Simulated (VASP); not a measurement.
Input of a VASP 6.6.1 run:

File INCAR:

```
  PREC = Accurate
  ENCUT = 600
  EDIFF = 1E-7
  ISMEAR = 0
  SIGMA = 0.1
  LREAL = False
  LASPH = True
  NELM = 60
  ALGO = Normal
  ISIF = 3
  LWAVE = False
  LCHARG = False
  GGA = PE
  IBRION = 2
  NSW = 90
  EDIFFG = -0.04
```

The input KPOINTS:

```
regular mesh
0
Gamma
  6 6 4
```

POSCAR

```
InH
1.0
    3.6827668583      0.0000000000      0.0000000000
    0.0000000000      3.6827668583      0.0000000000
    0.0000000000      0.0000000000      4.6534961661
In H
2 2
Direct
    0.0000000000      0.5000000000      0.2351000000
    0.5000000000      0.0000000000      0.7649000000
    0.0000000000      0.0000000000      0.0000000000
    0.5000000000      0.5000000000      0.0000000000
```

Potentials or basis: VASP PAW PBE potentials, release 64 (In_d, H).

The run is started by

```console
$ cat potpaw_PBE.64/In_d/POTCAR potpaw_PBE.64/H/POTCAR > POTCAR
$ mpirun -np 1 vasp_std > vasp.out
```

Problem. Estimate the band gap on the k mesh.

Solution. Zero (bands 14 and 15 overlap by 4.33 eV).

Problem. What does it give for the space group after relaxing (to 0.1 Å)?

Solution. P4/nmm (No. 129).

Problem. Estimate the relaxed volume.

Solution. 16.65 Å³/atom.

The path:
```csv
step,energy change (eV),largest force (eV/Å),pressure (GPa),volume (Å³)
1,0.0000,1.3856,6.18,63.11
2,-0.2432,0.5024,0.72,68.84
3,-0.2620,0.2307,-0.75,71.19
4,-0.2711,0.1936,-0.63,70.40
5,-0.2897,0.1034,-0.23,68.04
6,-0.2672,0.2132,1.64,63.50
7,-0.2930,0.0568,0.10,66.97
8,-0.2932,0.0354,0.23,66.61
```

Caveat: spin-orbit coupling is left out, which moves the levels of the heavy elements.
